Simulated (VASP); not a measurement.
**SrTiO3: dielectric tensor with r2SCAN**

SrTiO3:

```
Sr Ti O
1.0
     3.75058    0.00000    0.00000
     0.00000    3.75058    0.00000
     0.00000    0.00000    3.75058
Sr Ti O
1 1 3
Direct
  0.00000 0.00000 0.00000
  0.50000 0.50000 0.50000
  0.50000 0.50000 0.00000
  0.50000 0.00000 0.50000
  0.00000 0.50000 0.50000
```

This cell differs from its parent crystal: strain -4.0%.

* Program: VASP 6.6.1
* Task: dielectric tensor
* Functional: r2SCAN
* Potentials or basis: VASP PAW PBE potentials, release 64 (Sr_sv, Ti_sv, O)
* Cutoff: 520 eV
* k mesh: 6 × 6 × 6
* Occupations: gaussian, width 0.01 eV
* Spin: no spin polarisation
* Dipole correction: no
* Further INCAR settings: ALGO = Normal; EDIFF = 1e-08

```yaml
Band_gap_on_the_k_mesh: 2.53 eV (least direct gap 2.81 eV)
Electronic_dielectric_tensor_diagonal: 5.47
Born_charges_mean_of_the_diagonal: Sr +2.56; Ti +7.05; O -3.20 e
```

Levels at points of the mesh, in eV from the valence-band top:
```
           k point  band 18  band 19  band 20  band 21  band 22  band 23
(0.00, 0.00, 0.00)    -0.29    -0.29    -0.29     2.53     2.53     2.53
(0.50, 0.00, 0.00)    -2.41    -0.73    -0.73     2.76     4.89     4.89
(0.50, 0.50, 0.00)    -1.72    -1.66    -0.12     4.90     4.90     5.43
(0.50, 0.50, 0.50)     0.00     0.00     0.00     5.75     5.75     5.75
```

Electronic dielectric tensor:
```
5.47 0.00 0.00
0.00 5.47 0.00
0.00 0.00 5.47
```

Born effective charge tensors (e):
atom 1, Sr
```
2.56 0.00 0.00
0.00 2.56 0.00
0.00 0.00 2.56
```
atom 2, Ti
```
7.05 0.00 0.00
0.00 7.05 0.00
0.00 0.00 7.05
```
atom 3, O
```
-2.04  0.00  0.00
 0.00 -2.04  0.00
 0.00  0.00 -5.54
```
atom 4, O
```
-2.04  0.00  0.00
 0.00 -5.54  0.00
 0.00  0.00 -2.04
```
atom 5, O
```
-5.54  0.00  0.00
 0.00 -2.04  0.00
 0.00  0.00 -2.04
```

Dipole moments of the cell (e·Å, modulo the quantum): ionic -45.007, -45.007, -45.007; electronic 0.000, 0.000, 0.013

It took 37 min on 1 thread of Intel(R) Xeon(R) Platinum 8375C CPU @ 2.90GHz (Ice Lake), with other jobs on the host, peak memory 0.35 GiB.

Caveat: the cell differs from its parent crystal (strain -4.0%). A k mesh can miss the band edges.
